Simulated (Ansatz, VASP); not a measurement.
## Sr in VASP and in Ansatz

INCAR

```
SYSTEM = Sr
PREC = Accurate ; ENCUT = 520
EDIFF = 1E-6 ; ISMEAR = 0
SIGMA = 0.05 ; LREAL = .False.
LASPH = .True. ; NELM = 60
ALGO = Normal ; ISIF = 2
LWAVE = .False. ; LCHARG = .False.
NBANDS = 11
```

The input KPOINTS:

```
regular mesh
0
Gamma
  6 6 8
  0 0 0
```

POSCAR

```
Sr
1.0
   10.9876299658      0.0000000000      0.1648144495
   -5.4938149829      9.5155666777     -0.0824072247
    0.0663166786      0.0000000000      4.4211119100
Sr
1
Direct
    0.0000000000      0.0000000000      0.0000000000
```

Input for Ansatz:

```yaml
crystal:
  lattice:
    - [10.9876299658, 0.0, 0.1648144495]
    - [-5.4938149829, 9.5155666777, -0.0824072247]
    - [0.0663166786, 0.0, 4.42111191]
  atoms:
    - { symbol: Sr, position: [0.0, 0.0, 0.0] }
basis:
  ecutwfc: 420
kpoints:
  mp_grid: { grid: [6, 6, 8] }
hamiltonian:
  xc: lda
scf:
  occupations: { method: gaussian, width: 0.05 }
output:
  forces: true
  stress: true
  eigenvalues: true
```

Change from the starting cell: strain +0.0300 x Voigt [0, 0, 0, 0, 1, 0], atoms carried along.

Alike in both runs: task single point; functional LDA; k mesh 6 × 6 × 8; occupations gaussian, width 0.05 eV; no spin polarisation.

```csv
,VASP,Ansatz
version,VASP 6.6.1,Ansatz 0.2.0
potentials or method,"VASP PAW LDA potentials, release 64 (Sr_sv), cutoff 520 eV","scalar-relativistic, plane waves, PAW"
valence electrons in the cell,10,10
```

|  | VASP | Ansatz | Ansatz less VASP |
| --- | --- | --- | --- |
| gap on the k mesh at the Fermi level (eV) | 0.44 | 0.43 | -0.006 |
| least direct gap on the mesh (eV) | 0.45 | 0.44 | -0.006 |
| pressure (GPa) | 0.0 | 0.0 | 0.00 |

LDA's correlation is that of Perdew and Zunger in VASP and of Perdew and Wang (1992) in Ansatz.
